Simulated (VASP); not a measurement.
Set up this calculation in VASP 6.6.1, as the native input.

```
Task                   : single point
Functional             : PBE
Potentials or basis    : VASP PAW PBE potentials, release 64 (Cd, Hg, Se)
Cutoff                 : 520 eV
k mesh                 : 4 × 4 × 4
Occupations            : gaussian, width 0.2 eV
Spin                   : no spin polarisation
Dipole correction      : no
Further INCAR settings : ALGO = Normal; EDIFF = 1e-06; NBANDS = 46
```

The structure of CdHg3Se4 lies in POSCAR:

```
CdHg3Se4
1.0
    6.2334706271      0.0034548850      0.0035991603
    0.0034694178      6.2512343110     -0.0004365174
   -3.1147424218     -3.1278404176      6.2531415538
Cd Hg Se
1 3 4
Direct
   -0.0008653723     -0.0000810208     -0.0003474733
    0.2504395256      0.7497127841      0.4990123399
    0.4993152428      0.5005267055      0.0006379797
    0.7514929612      0.2506323645      0.5012650708
    0.3729066681      0.3716367001      0.2484731730
    0.6266630615      0.1244292619      0.7513488279
    0.8755228418      0.8754549833      0.2483808940
    0.1245250713      0.6276882215      0.7512291881
```

These files were run (other wordings do the same):

INCAR

```
PREC = Accurate ; ENCUT = 520
EDIFF = 1E-6 ; ISMEAR = 0
SIGMA = 0.2 ; LREAL = False
LASPH = True ; NELM = 60
ALGO = Normal ; ISIF = 2
LWAVE = False ; LCHARG = False
GGA = PE ; NBANDS = 46
```

KPOINTS

```
regular mesh
0
Gamma
  4 4 4
```

Potentials or basis: VASP PAW PBE potentials, release 64 (Cd, Hg, Se).

Command:

```sh
$ cat potpaw_PBE.64/Cd/POTCAR potpaw_PBE.64/Hg/POTCAR potpaw_PBE.64/Se/POTCAR > POTCAR
$ mpirun -np 1 vasp_std > vasp.out
```

Results of the run:

```yaml
Pressure: 0.2 GPa
Largest_force: 0.005 eV/Å
```

Run time: 5 min on 1 thread of Intel(R) Xeon(R) Platinum 8488C (Sapphire Rapids) (shared host), peak memory 0.59 GiB.
